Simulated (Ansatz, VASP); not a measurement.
## One calculation of SiGeO4, two programs

Contents of INCAR:

```
SYSTEM = SiGeO4
ALGO = Normal
EDIFF = 1E-6
EDIFFG = -0.01
ENCUT = 520
GGA = PE
IBRION = 2
ISIF = 2
ISMEAR = 0
LASPH = .TRUE.
LCHARG = .FALSE.
LREAL = .FALSE.
LWAVE = .FALSE.
NELM = 60
NSW = 50
PREC = Accurate
SIGMA = 0.02
```

KPOINTS

```
k-points
0
G
  6 6 6
  0 0 0
```

File POSCAR:

```
SiGeO4
1.0
    0.0000000000      3.7451359313      3.7451359313
    3.7451359313      0.0000000000      3.7451359313
    3.7451359313      3.7451359313      0.0000000000
Si Ge O
1 1 4
Direct
    0.7500000000      0.7500000000      0.7500000000
    0.5000000000      0.5000000000      0.5000000000
    0.1124741129      0.6291752957      0.6291752957
    0.6291752957      0.1124741129      0.6291752957
    0.6291752957      0.6291752957      0.1124741129
    0.6291752957      0.6291752957      0.6291752957
```

Input for Ansatz:

```yaml
crystal:
  lattice:
    - [0.0, 3.7451359313, 3.7451359313]
    - [3.7451359313, 0.0, 3.7451359313]
    - [3.7451359313, 3.7451359313, 0.0]
  atoms:
    - { symbol: Si, position: [0.75, 0.75, 0.75] }
    - { symbol: Ge, position: [0.5, 0.5, 0.5] }
    - { symbol: O, position: [0.1124741129, 0.6291752957, 0.6291752957] }
    - { symbol: O, position: [0.6291752957, 0.1124741129, 0.6291752957] }
    - { symbol: O, position: [0.6291752957, 0.6291752957, 0.1124741129] }
    - { symbol: O, position: [0.6291752957, 0.6291752957, 0.6291752957] }
basis:
  ecutwfc: 420
kpoints:
  mp_grid: { grid: [6, 6, 6] }
hamiltonian:
  xc: pbe
scf:
  occupations: { method: gaussian, width: 0.02 }
output:
  forces: true
  stress: true
  eigenvalues: true
relax:
  adjacent_minimum: "off"
  f_tol: 0.01
  max_steps: 30
```

Alike in both runs: task relaxation of the atoms; functional PBE; k mesh 6 × 6 × 6; occupations gaussian, width 0.02 eV; no spin polarisation.

```csv
,VASP,Ansatz
version,VASP 6.6.1,Ansatz 0.2.0
potentials or method,"VASP PAW PBE potentials, release 64 (Si, Ge_d, O), cutoff 520 eV","scalar-relativistic, plane waves, PAW"
valence electrons in the cell,42,42
```

Ansatz gave:

* gap on the k mesh at the Fermi level, each at its own relaxed structure (eV): 4.98

Task: What did VASP give for the same quantities?

Result: gap on the k mesh at the Fermi level, each at its own relaxed structure (eV): 4.99.

Ansatz's warnings: stress scf threshold loose.
